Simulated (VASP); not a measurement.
**NaI: single point with PBEsol**

The system is NaI.

```
CELL_PARAMETERS angstrom
0.00000 3.20138 3.20138
3.20138 0.00000 3.20138
3.20138 3.20138 0.00000
ATOMIC_POSITIONS crystal
Na 0.00000 0.00000 0.00000
I 0.50000 0.50000 0.50000
```

```
Program             : VASP 6.6.1
Task                : single point
Functional          : PBEsol
Potentials or basis : VASP PAW PBE potentials, release 64 (Na_pv, I)
Cutoff              : 520 eV
k mesh              : 6 × 6 × 6
Occupations         : fermi-dirac, width 0.02 eV
Spin                : no spin polarisation
```

```
Pressure               : 0.0 GPa
Band gap on the k mesh : 3.59 eV
```

Levels at points of the mesh, in eV from the valence-band top:
| k point | band 5 | band 6 | band 7 | band 8 | band 9 | band 10 |
| --- | --- | --- | --- | --- | --- | --- |
| (0.00, 0.00, 0.00) | 0.00 | 0.00 | 0.00 | 3.59 | 7.84 | 7.84 |
| (0.50, 0.00, 0.00) | -2.34 | -0.31 | -0.31 | 4.95 | 7.40 | 7.40 |
| (0.50, 0.50, 0.00) | -2.05 | -0.80 | -0.80 | 4.46 | 5.36 | 9.92 |

Run time: 26 s on 1 thread of Intel Xeon 8259CL, with other jobs on the host, peak memory 0.21 GiB.

Caveat: the PAW data sets were made with another functional, which shifts forces and pressure a little; spin-orbit coupling is left out, which moves the levels of the heavy elements.
